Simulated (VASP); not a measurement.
# KTaO3 (P4/mmm) in VASP: a series of runs, part 2 of 2

VASP 6.6.1. The steps go on from the part before.

### 4 Single point, PBEsol (volume 12.660 Å^3 an atom, c/a of the conventional cell 1.0837)

Input file INCAR:

```
SYSTEM = KTaO3
PREC = Accurate ; ENCUT = 520
EDIFF = 1E-6 ; ISMEAR = 0
SIGMA = 0.05 ; LREAL = .False.
LASPH = .True. ; NELM = 60
ALGO = Normal ; ISIF = 2
LWAVE = .False. ; LCHARG = .True.
GGA = PS ; LELF = .True.
LVHAR = .True. ; NBANDS = 27
```

Input file KPOINTS:

```
Automatic mesh
0
Gamma
  8 8 8
  0 0 0
```

Input file POSCAR:

```
KTaO3
1.0
    3.8799934441      0.0000000000      0.0000000000
    0.0000000000      3.8799934441      0.0000000000
    0.0000000000      0.0000000000      4.2047488954
K Ta O
1 1 3
Direct
    0.5000000000      0.5000000000      0.5000000000
    0.0000000000      0.0000000000      0.0000000000
    0.5000000000      0.0000000000      0.0000000000
    0.0000000000      0.5000000000      0.0000000000
    0.0000000000      0.0000000000      0.5000000000
```

Potentials or basis: VASP PAW PBE potentials, release 64 (K_sv, Ta_pv, O).

Run with:

```
cat potpaw_PBE.64/K_sv/POTCAR potpaw_PBE.64/Ta_pv/POTCAR potpaw_PBE.64/O/POTCAR > POTCAR
mpirun -np 1 vasp_std > vasp.out
```

OUTCAR:

```text
SYSTEM = KTaO3
   PREC = Accurate
   ENCUT = 520
   EDIFF = 1E-6
   ISMEAR = 0
   LREAL = .False.
   LASPH = .True.
   NELM = 60
   ISIF = 2
   GGA = PS

 ion  position               nearest neighbor table
   1  0.500  0.500  0.500-   5 2.74   5 2.74   5 2.74   5 2.74   4 2.86   3 2.86   4 2.86   3 2.86
                             4 2.86   3 2.86   4 2.86   3 2.86   2 3.46   2 3.46   2 3.46   2 3.46
   2  0.000  0.000  0.000-   3 1.94   4 1.94   4 1.94   3 1.94   5 2.10   5 2.10   1 3.46   1 3.46
                             1 3.46   1 3.46   1 3.46   1 3.46   1 3.46   1 3.46
   3  0.500  0.000  0.000-   2 1.94   2 1.94   1 2.86   1 2.86   1 2.86   1 2.86
   4  0.000  0.500  0.000-   2 1.94   2 1.94   1 2.86   1 2.86   1 2.86   1 2.86
   5  0.000  0.000  0.500-   2 2.10   2 2.10   1 2.74   1 2.74   1 2.74   1 2.74

  LATTYP: Found a simple tetragonal cell.
 ALAT       =     3.8799934441
 C/A-ratio  =     1.0837000000

  Lattice vectors:

 A1 = (   3.8799934441,   0.0000000000,   0.0000000000)
 A2 = (   0.0000000000,   3.8799934441,   0.0000000000)
 A3 = (   0.0000000000,   0.0000000000,   4.2047488954)

Analysis of symmetry for initial positions (statically):
=====================================================================
 Subroutine PRICEL returns:
[... 176 lines left out ...]
  energy without entropy =      -42.61553074  energy(sigma->0) =      -42.61553074

 E-fermi :   1.9739     XC(G=0): -11.1478

 val. band max:        1.7388640768   @ k =   0.5000   0.5000   0.5000
 cond. band min:       3.7274049940   @ k =   0.0000   0.0000   0.0000
 fundamental gap:      1.9885409172
 Fermi energy:         1.9739460381

 k-point     1 :       0.0000    0.0000    0.0000
  band No.  band energies     occupation
      1     -32.4255      2.00000
      2     -32.4255      2.00000
      3     -32.3115      2.00000
      4     -25.4122      2.00000
      5     -16.0855      2.00000
      6     -15.5002      2.00000
[... 709 lines left out ...]
     26      11.6069      0.00000
     27      12.3323      0.00000

 [... further k-points ...]
[... 5 lines left out ...]
  --------------------------------------------------------------------------------------
  -------------------------------------------------------------------------------------
  Total        4.9610606      4.9610606     -6.0974725      0.0000000      0.0000000      0.0000000
  in kB      125.5691814    125.5691814   -154.3328534      0.0000000      0.0000000      0.0000000
  external PRESSURE =      32.2685032 kB  Pullay stress =       0.0000000 kB

 VOLUME and BASIS-vectors are now :
 -----------------------------------------------------------------------------
  energy-cutoff  :      520.00
  volume of cell :       63.30
      direct lattice vectors                 reciprocal lattice vectors
     3.879993444  0.000000000  0.000000000     0.257732394  0.000000000  0.000000000
     0.000000000  3.879993444  0.000000000     0.000000000  0.257732394  0.000000000
     0.000000000  0.000000000  4.204748895     0.000000000  0.000000000  0.237826330

 POSITION                                       TOTAL-FORCE (eV/Angst)
 -----------------------------------------------------------------------------------
      1.94000      1.94000      2.10237         0.000000      0.000000      0.000000
      0.00000      0.00000      0.00000         0.000000      0.000000      0.000000
      1.94000      0.00000      0.00000         0.000000      0.000000      0.000000
      0.00000      1.94000      0.00000         0.000000      0.000000      0.000000
      0.00000      0.00000      2.10237         0.000000      0.000000      0.000000
 -----------------------------------------------------------------------------------
    total drift:                                0.000000     -0.000000      0.000000

  FREE ENERGIE OF THE ION-ELECTRON SYSTEM (eV)
  ---------------------------------------------------
  free  energy   TOTEN  =       -42.6155307351 eV

  energy  without entropy=      -42.6155307351  energy(sigma->0) =      -42.61553074
```

OSZICAR:

```text
N       E                     dE             d eps       ncg     rms          rms(c)
DAV:   1     0.320985417114E+03    0.32099E+03   -0.20744E+04  4050   0.141E+03
DAV:   2    -0.314699475584E+02   -0.35246E+03   -0.34242E+03  4814   0.404E+02
DAV:   3    -0.498094781581E+02   -0.18340E+02   -0.18255E+02  5672   0.900E+01
DAV:   4    -0.504572386801E+02   -0.64776E+00   -0.64670E+00  6684   0.106E+01
DAV:   5    -0.504605668101E+02   -0.33281E-02   -0.33277E-02  5325   0.820E-01    0.351E+01
DAV:   6    -0.429119903134E+02    0.75486E+01   -0.31860E+01  4796   0.379E+01    0.138E+01
DAV:   7    -0.427021520725E+02    0.20984E+00   -0.17507E+00  5174   0.840E+00    0.958E+00
DAV:   8    -0.426326733731E+02    0.69479E-01   -0.38716E-01  4813   0.499E+00    0.234E+00
DAV:   9    -0.426170794055E+02    0.15594E-01   -0.37117E-02  5068   0.140E+00    0.407E-01
DAV:  10    -0.426154654719E+02    0.16139E-02   -0.12508E-02  5363   0.734E-01    0.277E-01
DAV:  11    -0.426155139945E+02   -0.48523E-04   -0.80504E-04  5546   0.192E-01    0.375E-02
DAV:  12    -0.426155282106E+02   -0.14216E-04   -0.33957E-05  5530   0.481E-02    0.122E-02
DAV:  13    -0.426155308081E+02   -0.25975E-05   -0.80690E-06  5079   0.213E-02    0.524E-03
DAV:  14    -0.426155307351E+02    0.72910E-07   -0.13498E-06  4173   0.807E-03
   1 F= -.42615531E+02 E0= -.42615531E+02  d E =-.294112E-13
```

Wall time 1.9 min (1 thread of Intel Xeon 6975P-C, shared host); peak memory 0.26 GiB.

What came out:

```
Free energy            : -42.6155 eV
Pressure               : 3.2 GPa
Band gap on the k mesh : 1.99 eV, indirect (least direct gap 2.50 eV)
```

Caveat: the PAW data sets were made with another functional, which shifts forces and pressure a little; spin-orbit coupling is left out, which moves the levels of the heavy elements.

### 5 Single point, PBEsol (volume 12.998 Å^3 an atom, c/a of the conventional cell 0.8864)

Input file INCAR:

```
SYSTEM = KTaO3
ALGO     = Normal         ! electronic algorithm
EDIFF    = 1E-7           ! SCF threshold, eV
ENCUT    = 520            ! plane-wave cutoff, eV
GGA      = PS             ! functional
ISIF     = 2              ! what is computed and relaxed
ISMEAR   = 0              ! smearing method
LASPH    = .True.         ! aspherical terms in the spheres
LCHARG   = .False.        ! write CHGCAR
LREAL    = .False.        ! projectors in reciprocal space
LWAVE    = .False.        ! write WAVECAR
NBANDS   = 27             ! bands
NELM     = 100            ! most SCF steps
PREC     = Accurate       ! precision mode
SIGMA    = 0.05           ! smearing width, eV
```

Input file KPOINTS:

```
k-points
0
Gamma
  8 8 8
  0 0 0
```

Edit POSCAR of step 4 so:

```diff
@@ -2,5 +2,5 @@
 1.0
-    3.8799934441      0.0000000000      0.0000000000
-    0.0000000000      3.8799934441      0.0000000000
-    0.0000000000      0.0000000000      4.2047488954
+    4.1854188879      0.0000000000      0.0000000000
+    0.0000000000      4.1854188879      0.0000000000
+    0.0000000000      0.0000000000      3.7099553023
 K Ta O
```

Run with:

```
cat potpaw_PBE.64/K_sv/POTCAR potpaw_PBE.64/Ta_pv/POTCAR potpaw_PBE.64/O/POTCAR > POTCAR
mpirun -np 1 vasp_std > vasp.out
```

Run time: 98 s. Hardware: 1 thread of Intel Xeon 6975P-C, shared host; peak memory 0.26 GiB.

Results (log left out):

- Free energy: -42.1300 eV
- Pressure: 1.2 GPa
- Band gap on the k mesh: 1.81 eV, indirect (least direct gap 2.33 eV)

Stress tensor (GPa, compression positive):
```
-15.74   0.00   0.00
  0.00 -15.74   0.00
  0.00   0.00  35.22
```

Levels at points of the mesh, in eV from the valence-band top:
| k point | band 15 | band 16 | band 17 | band 18 | band 19 | band 20 | band 21 | band 22 | band 23 | band 24 |
| --- | --- | --- | --- | --- | --- | --- | --- | --- | --- | --- |
| (0.00, 0.00, 0.00) | -1.34 | -0.66 | -0.62 | -0.62 | -0.52 | 1.81 | 1.99 | 1.99 | 5.39 | 5.49 |
| (0.50, 0.00, 0.00) | -1.98 | -1.93 | -1.47 | -1.11 | -0.72 | 2.09 | 4.24 | 4.24 | 5.90 | 8.59 |
| (0.50, 0.50, 0.00) | -2.40 | -2.17 | -2.17 | -1.65 | -0.09 | 4.27 | 4.27 | 5.32 | 9.24 | 9.35 |
| (0.00, 0.00, 0.50) | -2.28 | -1.93 | -1.41 | -0.81 | -0.81 | 2.09 | 5.57 | 5.88 | 5.88 | 7.20 |
| (0.50, 0.00, 0.50) | -2.47 | -1.73 | -1.21 | -1.10 | -0.25 | 4.33 | 5.88 | 6.28 | 6.66 | 9.80 |
| (0.50, 0.50, 0.50) | -4.65 | -3.15 | -0.14 | -0.14 | 0.00 | 5.50 | 6.75 | 6.75 | 8.17 | 8.76 |

Caveat: the PAW data sets were made with another functional, which shifts forces and pressure a little; spin-orbit coupling is left out, which moves the levels of the heavy elements.

### 6 Single point, PBEsol (volume 12.998 Å^3 an atom, c/a of the conventional cell 1.1282)

Input file INCAR:

```
SYSTEM = KTaO3
PREC = Accurate
ENCUT = 520
EDIFF = 1E-6
ISMEAR = 0
SIGMA = 0.05
LREAL = .False.
LASPH = .True.
NELM = 60
ALGO = Normal
ISIF = 2
LWAVE = .False.
LCHARG = .False.
GGA = PS
NBANDS = 27
```

Input file KPOINTS:

```
regular mesh
0
Gamma
  8 8 8
  0 0 0
```

Edit POSCAR of step 5 so:

```diff
@@ -2,5 +2,5 @@
 1.0
-    4.1854188879      0.0000000000      0.0000000000
-    0.0000000000      4.1854188879      0.0000000000
-    0.0000000000      0.0000000000      3.7099553023
+    3.8620700542      0.0000000000      0.0000000000
+    0.0000000000      3.8620700542      0.0000000000
+    0.0000000000      0.0000000000      4.3571874351
 K Ta O
```

Potentials or basis: VASP PAW PBE potentials, release 64 (K_sv, Ta_pv, O).

Run with:

```
cat potpaw_PBE.64/K_sv/POTCAR potpaw_PBE.64/Ta_pv/POTCAR potpaw_PBE.64/O/POTCAR > POTCAR
mpirun -np 1 vasp_std > vasp.out
```

Wall time 2.1 min (1 thread of Intel Xeon 6975P-C, shared host); peak memory 0.26 GiB.

It converged, with:

- Free energy: -42.2898 eV
- Pressure: 0.7 GPa
- Band gap on the k mesh: 1.86 eV, indirect (least direct gap 2.24 eV)

Stress tensor (GPa, compression positive):
```
 12.80   0.00   0.00
  0.00  12.80   0.00
  0.00   0.00 -23.35
```

Levels at points of the mesh, in eV from the valence-band top:
```csv
k point,band 15,band 16,band 17,band 18,band 19,band 20,band 21,band 22,band 23,band 24
"(0.00, 0.00, 0.00)",-1.14,-1.14,-0.75,-0.39,-0.39,1.86,1.86,1.99,4.61,6.89
"(0.50, 0.00, 0.00)",-2.40,-2.08,-1.29,-0.95,-0.67,2.05,5.12,5.22,5.22,8.64
"(0.50, 0.50, 0.00)",-3.63,-1.61,-0.77,-0.77,-0.27,5.26,5.26,5.43,6.77,10.43
"(0.00, 0.00, 0.50)",-1.86,-1.50,-1.50,-1.12,-1.12,2.06,3.81,3.81,7.41,8.46
"(0.50, 0.00, 0.50)",-2.03,-1.99,-1.87,-1.82,-0.18,3.87,5.23,5.85,8.14,9.05
"(0.50, 0.50, 0.50)",-3.86,-3.86,-0.25,0.00,0.00,5.99,5.99,6.86,8.26,8.26
```

Caveat: the PAW data sets were made with another functional, which shifts forces and pressure a little; spin-orbit coupling is left out, which moves the levels of the heavy elements.

### 7 Overview

```csv
cell,gap on the mesh (eV),pressure (GPa)
"a = 4.149, b = 4.149, c = 3.678 Å, 5 atoms",1.86,6.8
"a = 4.094, b = 4.094, c = 3.778 Å, 5 atoms",1.94,3.4
"a = 3.880, b = 3.880, c = 4.205 Å, 5 atoms",1.99,3.2
"a = 4.185, b = 4.185, c = 3.710 Å, 5 atoms",1.81,1.2
"a = 3.862, b = 3.862, c = 4.357 Å, 5 atoms",1.86,0.7
```

Alike in all rows: task single point; level PBEsol; potentials or basis VASP PAW PBE potentials, release 64 (K_sv, Ta_pv, O); no spin polarisation; k mesh 8 × 8 × 8; cutoff (eV) 520; smearing gaussian 0.05 eV.

Caveats: the PAW data sets were made with another functional, which shifts forces and pressure a little; spin-orbit coupling is left out, which moves the levels of the heavy elements.

Absolute energies hang on the potentials; compare differences alone.
